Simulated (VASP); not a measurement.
# Na3ZrB (P6_3/mmc) in VASP: notebook, part 2 of 2

VASP 6.6.1. The steps go on from the part before.

## 4. Single point, PBE

This run uses another cell than the first one, of 23.78 Å³/atom.

Input file INCAR:

```
PREC = Accurate
ENCUT = 520
EDIFF = 1E-6
ISMEAR = 0
SIGMA = 0.1
LREAL = False
LASPH = True
NELM = 80
ALGO = Fast
ISIF = 2
LWAVE = False
LCHARG = True
GGA = PE
LELF = True
LVHAR = True
NBANDS = 47
```

Input file KPOINTS:

```
Automatic mesh
0
Gamma
  6 6 8
```

Input file POSCAR:

```
Na3ZrB
1.0
    7.1436710762      0.0000000000      0.0000000000
   -3.5718355381      6.1866006282      0.0000000000
    0.0000000000      0.0000000000      5.3817141137
Na Zr B
6 2 2
Direct
    0.1792858998      0.3585717996      0.2500000000
    0.8207141002      0.1792858998      0.7500000000
    0.8207141002      0.6414282004      0.7500000000
    0.1792858998      0.8207141002      0.2500000000
    0.6414282004      0.8207141002      0.2500000000
    0.3585717996      0.1792858998      0.7500000000
    0.3333333333      0.6666666667      0.7500000000
    0.6666666667      0.3333333333      0.2500000000
    0.0000000000      0.0000000000      0.5000000000
    0.0000000000      0.0000000000      0.0000000000
```

Potentials or basis: VASP PAW PBE potentials, release 64 (Na_pv, Zr_sv, B).

Started as:

```console
$ cat potpaw_PBE.64/Na_pv/POTCAR potpaw_PBE.64/Zr_sv/POTCAR potpaw_PBE.64/B/POTCAR > POTCAR
$ mpirun -np 1 vasp_std > vasp.out
```

OUTCAR:

```text
PREC = Accurate
   ENCUT = 520
   EDIFF = 1E-6
   ISMEAR = 0
   LREAL = False
   LASPH = True
   NELM = 80
   ISIF = 2
   GGA = PE

 ion  position               nearest neighbor table
   1  0.179  0.359  0.250-   7 3.30   7 3.30
   2  0.821  0.179  0.750-   8 3.30   8 3.30
   3  0.821  0.641  0.750-   8 3.30   8 3.30
   4  0.179  0.821  0.250-   7 3.30   7 3.30
   5  0.641  0.821  0.250-   7 3.30   7 3.30
   6  0.359  0.179  0.750-   8 3.30   8 3.30
[... 1425 lines left out ...]
  in kB        0.6260789      0.6260789      0.6277475      0.0000000     -0.0000000      0.0000000
  external PRESSURE =       0.6266351 kB  Pullay stress =       0.0000000 kB

 VOLUME and BASIS-vectors are now :
 -----------------------------------------------------------------------------
  energy-cutoff  :      520.00
  volume of cell :      237.85
      direct lattice vectors                 reciprocal lattice vectors
     7.143671076  0.000000000  0.000000000     0.139984049  0.080819828  0.000000000
    -3.571835538  6.186600628  0.000000000     0.000000000  0.161639656  0.000000000
     0.000000000  0.000000000  5.381714114     0.000000000  0.000000000  0.185814404

 POSITION                                       TOTAL-FORCE (eV/Angst)
 -----------------------------------------------------------------------------------
      0.00000      2.21834      1.34543         0.000000      0.003859     -0.000000
      5.22253      1.10917      4.03629        -0.003342      0.001930     -0.000000
      3.57184      3.96826      4.03629         0.000000     -0.003859      0.000000
     -1.65070      5.07743      1.34543         0.003342     -0.001930      0.000000
      1.65070      5.07743      1.34543        -0.003342     -0.001930     -0.000000
      1.92114      1.10917      4.03629         0.003342      0.001930      0.000000
     -0.00000      4.12440      4.03629         0.000000     -0.000000      0.000000
      3.57184      2.06220      1.34543         0.000000     -0.000000      0.000000
      0.00000      0.00000      2.69086         0.000000     -0.000000      0.000000
      0.00000      0.00000      0.00000         0.000000     -0.000000      0.000000
 -----------------------------------------------------------------------------------
    total drift:                               -0.000000      0.000000      0.000000

  FREE ENERGIE OF THE ION-ELECTRON SYSTEM (eV)
  ---------------------------------------------------
  free  energy   TOTEN  =       -25.3234415560 eV

  energy  without entropy=      -25.2528122668  energy(sigma->0) =      -25.28812691
```

OSZICAR:

```text
N       E                     dE             d eps       ncg     rms          rms(c)
DAV:   1     0.820470946473E+03    0.82047E+03   -0.36172E+04  3290   0.164E+03
DAV:   2     0.506906965021E+02   -0.76978E+03   -0.75242E+03  3298   0.480E+02
DAV:   3    -0.262060290321E+02   -0.76897E+02   -0.75005E+02  4586   0.162E+02
[... 43 lines left out ...]
RMM:  47    -0.253234382477E+02   -0.18381E-05   -0.16599E-05  1633   0.343E-03    0.128E-02
RMM:  48    -0.253234394964E+02   -0.12487E-05   -0.14040E-05  1475   0.320E-03    0.129E-02
RMM:  49    -0.253234405275E+02   -0.10311E-05   -0.11891E-05  1491   0.314E-03    0.130E-02
RMM:  50    -0.253234413675E+02   -0.84004E-06   -0.10013E-05  1431   0.299E-03    0.130E-02
RMM:  51    -0.253234415560E+02   -0.18844E-06   -0.86483E-06  1651   0.309E-03
   1 F= -.25323442E+02 E0= -.25288127E+02  d E =-.706293E-01
```

stdout:

```text
POSCAR found type information on POSCAR NaZrB
 POSCAR found :  3 types and      10 ions
 scaLAPACK will be used
 LDA part: xc-table for (Slater+PW92), standard interpolation
 POSCAR, INCAR and KPOINTS ok, starting setup
 FFT: planning ... GRIDC
 FFT: planning ... GRID_SOFT
 FFT: planning ... GRID
 WAVECAR not read
 entering main loop
WARNING in EDDRMM: call to ZHEGV failed, returncode =   6  3     38
WARNING in EDDRMM: call to ZHEGV failed, returncode =   6  3     29
WARNING in EDDRMM: call to ZHEGV failed, returncode =   8  4     29
WARNING in EDDRMM: call to ZHEGV failed, returncode =   8  4     40
WARNING in EDDRMM: call to ZHEGV failed, returncode =   8  4     38
WARNING in EDDRMM: call to ZHEGV failed, returncode =   6  3     28
WARNING in EDDRMM: call to ZHEGV failed, returncode =   6  3     40
WARNING in EDDRMM: call to ZHEGV failed, returncode =   6  3     43
WARNING in EDDRMM: call to ZHEGV failed, returncode =   6  3     43
WARNING in EDDRMM: call to ZHEGV failed, returncode =   8  4     36
WARNING in EDDRMM: call to ZHEGV failed, returncode =   8  4     46
WARNING in EDDRMM: call to ZHEGV failed, returncode =   8  4     38
WARNING in EDDRMM: call to ZHEGV failed, returncode =   6  3     40
WARNING in EDDRMM: call to ZHEGV failed, returncode =   6  3     32
WARNING in EDDRMM: call to ZHEGV failed, returncode =   6  3     29
WARNING in EDDRMM: call to ZHEGV failed, returncode =   8  4     47
WARNING in EDDRMM: call to ZHEGV failed, returncode =   6  3     40
WARNING in EDDRMM: call to ZHEGV failed, returncode =   6  3     30
```

It took 15 min on 1 thread of Intel Xeon 6975P-C (Granite Rapids), shared host; peak memory 0.54 GiB.

What came out:

```
Free energy            : -25.3234 eV
Pressure               : 0.1 GPa
Largest force          : 0.004 eV/Å
Band gap on the k mesh : zero (bands 36 and 37 overlap by 0.27 eV)
```

Forces in eV/Å, atoms in the order of the input:
```
Na   0.000  0.004  0.000
Na  -0.003  0.002  0.000
Na   0.000 -0.004  0.000
Na   0.003 -0.002  0.000
Na  -0.003 -0.002  0.000
Na   0.003  0.002  0.000
Zr   0.000  0.000  0.000
Zr   0.000  0.000  0.000
B    0.000  0.000  0.000
B    0.000  0.000  0.000
```

## 5. Summary

| task | cell | k mesh | cutoff (eV) | gap on the mesh (eV) | pressure (GPa) |
| --- | --- | --- | --- | --- | --- |
| single point | a = 6.979, b = 6.979, c = 5.627 Å, angles 90.0, 90.0, 120.0°, 10 atoms, atomic positions A | 3 × 3 × 4 | 520 | none | 0.1 |
| relaxation of cell and atoms | relaxed from a = 6.155, b = 6.155, c = 5.258 Å, angles 90.0, 90.0, 120.0°, 10 atoms, atomic positions B | 3 × 3 × 4 | 600 | none | 0.1 |
| single point | a = 7.144, b = 7.144, c = 5.382 Å, angles 90.0, 90.0, 120.0°, 10 atoms, atomic positions A | 6 × 6 × 8 | 520 | none | 0.1 |

Alike in all rows: level PBE; potentials or basis VASP PAW PBE potentials, release 64 (Na_pv, Zr_sv, B); no spin polarisation; smearing gaussian 0.1 eV.

Caveats: some runs use coarse meshes; the volume moved by over 15 % at a fixed basis, so the end points are rough (at least some runs).

Absolute energies hang on the potentials; compare differences alone.
